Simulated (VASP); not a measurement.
# Al in VASP: a series of runs

Runs on Al. Level: r2SCAN. Tasks: single point.

All numbers are computed with VASP 6.6.1; they aren't measurements. Logs are shortened: lines on timing, memory, paths and dates and some standing lists are left out, and cuts for length are marked.

### Step 1. The cell of the first run

The structure is cubic, space group Fm-3m (No. 225). Conventional cell: a = 3.927 Å, b = 3.927 Å, c = 3.927 Å, α = 90.00°, β = 90.00°, γ = 90.00°. Within 3.7 Å of Al (site symmetry m-3m) lie 12 Al at 2.78 Å.

### Step 2. Single point, r2SCAN (strain -0.030 along x and y, -0.030 along z)

Input file POSCAR:

```
Al
1.0
    0.0000000000      1.9632606000      1.9632606000
    1.9632606000      0.0000000000      1.9632606000
    1.9632606000      1.9632606000      0.0000000000
Al
1
Direct
    0.0000000000      0.0000000000      0.0000000000
```

Input file INCAR.step1:

```
ALGO = Normal
EDIFF = 1E-4
ENCUT = 520
GGA = PE
ISMEAR = 0
LASPH = T
LCHARG = F
LREAL = F
LWAVE = T
NBANDS = 8
NELM = 80
PREC = Accurate
SIGMA = 0.15
```

Input file INCAR.step2:

```
ALGO = Normal
EDIFF = 1E-6
ENCUT = 520
ISIF = 2
ISMEAR = 0
ISTART = 1
LASPH = T
LCHARG = F
LMIXTAU = T
LREAL = F
LWAVE = F
METAGGA = R2SCAN
NBANDS = 8
NELM = 80
PREC = Accurate
SIGMA = 0.15
```

Input file KPOINTS:

```
k-points
0
Gamma
  20 20 20
```

Potentials or basis: VASP PAW PBE potentials, release 64 (Al).

The run is started by

```
$ cat potpaw_PBE.64/Al/POTCAR > POTCAR
$ cp INCAR.step1 INCAR
$ mpirun -np 1 vasp_std > vasp.out
$ cp INCAR.step2 INCAR
$ mpirun -np 1 vasp_std > vasp.out
```

OUTCAR:

```text
EDIFF = 1E-6
   ENCUT = 520
   ISIF = 2
   ISMEAR = 0
   ISTART = 1
   LASPH = T
   LREAL = F
   METAGGA = R2SCAN
   NELM = 80
   PREC = Accurate

 ion  position               nearest neighbor table
   1  0.000  0.000  0.000-

  LATTYP: Found a face centered cubic cell.
 ALAT       =     3.9265212000

  Lattice vectors:

 A1 = (   0.0000000000,   1.9632606000,   1.9632606000)
 A2 = (   1.9632606000,   0.0000000000,   1.9632606000)
 A3 = (   1.9632606000,   1.9632606000,   0.0000000000)

Analysis of symmetry for initial positions (statically):
=====================================================================
 Subroutine PRICEL returns:
 Original cell was already a primitive cell.

 Routine SETGRP: Setting up the symmetry group for a
 face centered cubic supercell.

 Subroutine GETGRP returns: Found 48 space group operations
 (whereof 48 operations were pure point group operations)
 out of a pool of 48 trial point group operations.

The static configuration has the point symmetry O_h .

Analysis of symmetry for dynamics (positions and initial velocities):
=====================================================================
 Subroutine PRICEL returns:
 Original cell was already a primitive cell.

 Routine SETGRP: Setting up the symmetry group for a
 face centered cubic supercell.

 Subroutine GETGRP returns: Found 48 space group operations
 (whereof 48 operations were pure point group operations)
 out of a pool of 48 trial point group operations.

The dynamic configuration has the point symmetry O_h .

 Subroutine INISYM returns: Found 48 space group operations
 (whereof 48 operations are pure point group operations),
 and found     1 'primitive' translations

----------------------------------------------------------------------------------------

                                     Primitive cell

  volume of cell :      15.1344

  direct lattice vectors                    reciprocal lattice vectors
     0.000000000  1.963260600  1.963260600    -0.254678365  0.254678365  0.254678365
     1.963260600  0.000000000  1.963260600     0.254678365 -0.254678365  0.254678365
     1.963260600  1.963260600  0.000000000     0.254678365  0.254678365 -0.254678365

  length of vectors
     2.776469767  2.776469767  2.776469767     0.441115868  0.441115868  0.441115868

  position of ions in fractional coordinates (direct lattice)
     0.000000000  0.000000000  0.000000000

  ion indices of the primitive-cell ions
   primitive index   ion index
                 1           1

----------------------------------------------------------------------------------------

 KPOINTS: k-points

Automatic generation of k-mesh.
 Grid dimensions read from file:
 generate k-points for:   20   20   20

 Generating k-lattice:

  Cartesian coordinates                     Fractional coordinates (reciprocal lattice)
    -0.012733918  0.012733918  0.012733918     0.050000000  0.000000000  0.000000000
     0.012733918 -0.012733918  0.012733918     0.000000000  0.050000000  0.000000000
     0.012733918  0.012733918 -0.012733918     0.000000000  0.000000000  0.050000000

  Length of vectors
     0.022055793  0.022055793  0.022055793

  Shift w.r.t. Gamma in fractional coordinates (k-lattice)
     0.000000000  0.000000000  0.000000000

 Subroutine IBZKPT returns following result:
 ===========================================

 Found    256 irreducible k-points:

 Following reciprocal coordinates:
            Coordinates               Weight
  0.000000  0.000000  0.000000      1.000000
  0.050000  0.000000  0.000000      8.000000
  0.100000  0.000000  0.000000      8.000000
  0.150000  0.000000  0.000000      8.000000
  0.200000  0.000000  0.000000      8.000000
  0.250000  0.000000  0.000000      8.000000
[... 16 lines left out ...]
 -0.400000  0.050000  0.000000     24.000000
 -0.350000  0.050000  0.000000     24.000000
 [... further k-points ...]
   k-points           NKPTS =    256   k-points in BZ     NKDIM =    256   number of bands    NBANDS=      8
   number of dos      NEDOS =    301   number of ions     NIONS =      1
   total plane-waves  NPLWV =  13824
   dimension x,y,z NGX =    24 NGY =   24 NGZ =   24
   dimension x,y,z NGXF=    48 NGYF=   48 NGZF=   48
   ions per type =               1
   NGX,Y,Z   is equivalent  to a cutoff of  14.37, 14.37, 14.37 a.u.
   NGXF,Y,Z  is equivalent  to a cutoff of  28.74, 28.74, 28.74 a.u.
 SYSTEM =  unknown system
   PREC   = accura    normal or accurate (medium, high low for compatibility)
   ISTART =      1    job   : 0-new  1-cont  2-samecut
   ICHARG =      0    charge: 1-file 2-atom 10-const
   ISPIN  =      1    spin polarized calculation?
   LNONCOLLINEAR =      F non collinear calculations
   LSORBIT =      F    spin-orbit coupling
   LASPH  =      T    aspherical Exc in radial PAW
   ENCUT  =  520.0 eV  38.22 Ry    6.18 a.u.   5.16  5.16  5.16*2*pi/ulx,y,z
   NELM   =     80;   NELMIN=  2; NELMDL=  0     # of ELM steps
   EDIFF  = 0.1E-05   stopping-criterion for ELM
   LREAL  =      F    real-space projection
   EDIFFG = 0.1E-04   stopping-criterion for IOM
   NSW    =      0    number of steps for IOM
   IBRION =     -1    ionic relax: 0-MD 1-quasi-New 2-CG
   NFREE  =      0    steps in history (QN), initial steepest desc. (CG)
   ISIF   =      2    stress and relaxation
   ISYM   =      2    0-nonsym 1-usesym 2-fastsym
   POTIM  = 0.5000    time-step for ionic-motion
   TEBEG  =    0.0;   TEEND  =   0.0 temperature during run
   PSTRESS=    0.0 pullay stress
   NELECT =       3.0000    total number of electrons
   NUPDOWN=      -1.0000    fix difference up-down
   EMIN   =  10.00;   EMAX   =-10.00  energy-range for DOS
   EFERMI =   0.00;   METHOD = LEGACY
   ISMEAR =     0;   SIGMA  =   0.15  broadening in eV -4-tet -1-fermi 0-gaus
   EFERMI_NEDOS =   21; number of points for ismear=-14 and -15
   IALGO  =     38    algorithm
   IMIX   =      4    mixing-type and parameters
     AMIX     =   0.40;   BMIX     =  1.00
     AMIX_MAG =   1.60;   BMIX_MAG =  1.00
  volume/ion in A,a.u.               =      15.13       102.13
  Fermi-wavevector in a.u.,A,eV,Ry     =   0.954540  1.803818 12.396893  0.911146
  Thomas-Fermi vector in A             =   2.083296
   LORBIT       =      0    0 simple, 1 ext, 2 COOP (PROOUT), +10 PAW based schemes
   METAGGA = R2SCAN    functional components
   LHFCALC =     F    Hartree Fock is set to
   AEXX    =    0.0000 exact exchange contribution
   IVDW    =     0    specifies the selected vdW correction
   LEPSILON=     F    determine dielectric tensor
   LRPA    =     F    only Hartree local field effects (RPA)
 non-spin polarized calculation
 Gauss-broadening in eV      SIGMA  =   0.15
  energy-cutoff  :      520.00
  volume of cell :       15.13
 maximum number of plane-waves:       420
 NGX is ok and might be reduce to    24
   NGX = 11   NGY = 11   NGZ = 11

 number of electron       3.0000000 magnetization

 Free energy of the ion-electron system (eV)
  ---------------------------------------------------
  ext. energy  EPLUGINS =         0.00000000
  ---------------------------------------------------
  free energy    TOTEN  =        -6.73034765 eV

  energy without entropy =       -6.72665278  energy(sigma->0) =       -6.72850021

 E-fermi :   8.9777     XC(G=0): -11.2314

 val. band max:        8.9760347122   @ k =  -0.4500   0.4000   0.0500
 cond. band min:       9.0024199683   @ k =  -0.3500   0.4500   0.2000
 fundamental gap:      0.0263852561
 Fermi energy:         8.9776771140

 k-point     1 :       0.0000    0.0000    0.0000
  band No.  band energies     occupation
      1      -3.5191      2.00000
      2      22.7690      0.00000
      3      22.7690      0.00000
      4      22.7690      0.00000
      5      25.3956      0.00000
      6      25.3956      0.00000
      7      25.3956      0.00000
      8      26.9474      0.00000

 k-point     2 :       0.0500    0.0000    0.0000
  band No.  band energies     occupation
      1      -3.4427      2.00000
      2      21.4773      0.00000
      3      22.5818      0.00000
      4      22.5818      0.00000
      5      25.7066      0.00000
      6      25.7066      0.00000
      7      25.7429      0.00000
      8      27.8328      0.00000

 k-point     3 :       0.1000    0.0000    0.0000
  band No.  band energies     occupation
      1      -3.2139      2.00000
      2      19.3194      0.00000
      3      22.1884      0.00000
      4      22.1884      0.00000
      5      25.7059      0.00000
      6      26.4635      0.00000
      7      26.4635      0.00000
      8      29.0750      0.00000

 k-point     4 :       0.1500    0.0000    0.0000
  band No.  band energies     occupation
      1      -2.8334      2.00000
      2      17.0826      0.00000
      3      21.7847      0.00000
      4      21.7847      0.00000
      5      25.4932      0.00000
      6      27.3278      0.00000
      7      27.3278      0.00000
      8      28.0724      0.00000

 k-point     5 :       0.2000    0.0000    0.0000
  band No.  band energies     occupation
      1      -2.3026      2.00000
      2      14.8919      0.00000
      3      21.4497      0.00000
      4      21.4497      0.00000
      5      25.2656      0.00000
      6      26.6377      0.00000
      7      26.6377      0.00000
      8      28.8146      0.00000

 k-point     6 :       0.2500    0.0000    0.0000
  band No.  band energies     occupation
      1      -1.6233      2.00000
      2      12.7861      0.00000
      3      21.2123      0.00000
      4      21.2123      0.00000
      5      25.0899      0.00000
      6      25.5830      0.00000
      7      25.5830      0.00000
      8      30.0515      0.00000

 k-point     7 :       0.3000    0.0000    0.0000
  band No.  band energies     occupation
      1      -0.7979      2.00000
      2      10.7834      0.00000
      3      21.0833      0.00000
      4      21.0833      0.00000
      5      24.6168      0.00000
      6      24.6168      0.00000
      7      25.0026      0.00000
      8      29.0994      0.00000
[... 133 lines left out ...]
 k-point    20 :       0.4500    0.0500    0.0000
  band No.  band energies     occupation
      1       2.1509      2.00000
      2       6.0887      2.00000
      3      20.2462      0.00000
      4      20.6896      0.00000
      5      21.9885      0.00000
      6      23.8050      0.00000
      7      26.2194      0.00000
      8      27.5476      0.00000

 k-point    21 :       0.5000    0.0500    0.0000
  band No.  band energies     occupation
      1       3.4097      2.00000
      2       4.6099      2.00000
      3      20.2314      0.00000
      4      20.5599      0.00000
      5      22.2423      0.00000
      6      23.2823      0.00000
      7      26.3611      0.00000
      8      27.1891      0.00000

 k-point    22 :      -0.4500    0.0500    0.0000
  band No.  band energies     occupation
      1       3.0002      2.00000
      2       5.0633      2.00000
      3      19.8531      0.00000
      4      20.9917      0.00000
      5      22.6705      0.00000
      6      22.8914      0.00000
      7      26.1736      0.00000
      8      27.4122      0.00000

 k-point    23 :      -0.4000    0.0500    0.0000
  band No.  band energies     occupation
      1       1.7400      2.00000
      2       6.6312      2.00000
      3      19.5870      0.00000
      4      21.5222      0.00000
      5      22.6516      0.00000
      6      23.2390      0.00000
      7      25.9033      0.00000
      8      27.9703      0.00000

 k-point    24 :      -0.3500    0.0500    0.0000
  band No.  band energies     occupation
      1       0.5901      2.00000
      2       8.3517      2.00000
      3      19.4420      0.00000
      4      22.0247      0.00000
      5      22.6881      0.00000
      6      23.9338      0.00000
      7      25.7234      0.00000
      8      28.6797      0.00000

 [... further k-points ...]

------------------------ aborting loop because EDIFF is reached ----------------------------------------

  FORCE on cell =-STRESS in cart. coord.  units (eV):
  Direction    XX          YY          ZZ          XY          YZ          ZX
  --------------------------------------------------------------------------------------
  -------------------------------------------------------------------------------------
  Total        0.4545713      0.4545713      0.4545713      0.0000000      0.0000000     -0.0000000
  in kB       48.1225622     48.1225622     48.1225622      0.0000000      0.0000000     -0.0000000
  external PRESSURE =      48.1225622 kB  Pullay stress =       0.0000000 kB

 VOLUME and BASIS-vectors are now :
 -----------------------------------------------------------------------------
  energy-cutoff  :      520.00
  volume of cell :       15.13
      direct lattice vectors                 reciprocal lattice vectors
     0.000000000  1.963260600  1.963260600    -0.254678365  0.254678365  0.254678365
     1.963260600  0.000000000  1.963260600     0.254678365 -0.254678365  0.254678365
     1.963260600  1.963260600  0.000000000     0.254678365  0.254678365 -0.254678365

 POSITION                                       TOTAL-FORCE (eV/Angst)
 -----------------------------------------------------------------------------------
      0.00000      0.00000      0.00000         0.000000      0.000000      0.000000
 -----------------------------------------------------------------------------------
    total drift:                                0.000000      0.000000      0.000000

  FREE ENERGIE OF THE ION-ELECTRON SYSTEM (eV)
  ---------------------------------------------------
  free  energy   TOTEN  =        -6.7303476452 eV

  energy  without entropy=       -6.7266527792  energy(sigma->0) =       -6.72850021
```

Run time: 76 s. Hardware: 1 thread of Intel Xeon Platinum 8259CL at 2.50GHz (Skylake/Cascade Lake), shared host; peak memory 0.15 GiB.

Results:

```
Free energy            : -6.7303 eV
Pressure               : 4.8 GPa
Band gap on the k mesh : zero (an odd number of electrons rules out a gap without spin polarisation)
```

Caveat: the cell differs from its parent crystal (strain -0.030 along x and y, -0.030 along z); the cell stands under pressure; the PAW data sets were made with another functional, which shifts forces and pressure a little.

(Part 1 of 3 ends here.)
